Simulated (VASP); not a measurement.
A run of VASP 6.6.1 is set up as follows.

The input INCAR:

```
PREC = Accurate
ENCUT = 520
EDIFF = 1E-6
ISMEAR = 1
SIGMA = 0.1
LREAL = False
LASPH = True
NELM = 100
ALGO = Normal
ISIF = 2
LWAVE = False
LCHARG = True
GGA = PE
LELF = True
LVHAR = True
NBANDS = 18
```

File KPOINTS:

```
Automatic mesh
0
Gamma
  8 8 8
```

File POSCAR:

```
Cu
1.0
    1.2184636900     -3.9763780104      0.0000000000
    1.2184636900      3.9763780104      0.0000000000
    0.0000000000      0.0000000000      2.4754955235
Cu
2
Direct
    0.8661333500      0.1338666500      0.7500000000
    0.1338666500      0.8661333500      0.2500000000
```

Potentials or basis: VASP PAW PBE potentials, release 64 (Cu).

Command:

```console
$ cat potpaw_PBE.64/Cu/POTCAR > POTCAR
$ mpirun -np 1 vasp_std > vasp.out
```

(1) Predict the largest force.

(2) What does it give for the band gap on the k mesh?

## Answers

(1) 0.047 eV/Å.

(2) zero (bands 11 and 12 overlap by 5.38 eV).
